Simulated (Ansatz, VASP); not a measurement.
**Si: VASP beside Ansatz**

```xyz
1
Lattice="-1.6483 1.6483 1.3377 1.6483 -1.6483 1.3377 1.6483 1.6483 -1.3377" Properties=species:S:1:pos:R:3 pbc="T T T"
Si    0.0000    0.0000    0.0000
```

Alike in both runs: task single point; functional PBE; dispersion D4; k mesh 11 × 11 × 11; occupations gaussian, width 0.05 eV; no spin polarisation.

|  | VASP | Ansatz |
| --- | --- | --- |
| version | VASP 6.6.1 | Ansatz 0.2.0 |
| potentials or method | VASP PAW PBE potentials, release 64 (Si), cutoff 500 eV | plane waves, PAW |
| valence electrons in the cell | 4 | 4 |

```tsv
	VASP	Ansatz	Ansatz less VASP
pressure (GPa)	-4.7	-4.6	+0.03
traceless stress, the component that is largest in VASP (GPa)	0.51	0.51	+0.008
```

Ansatz's warnings: stress scf threshold loose.
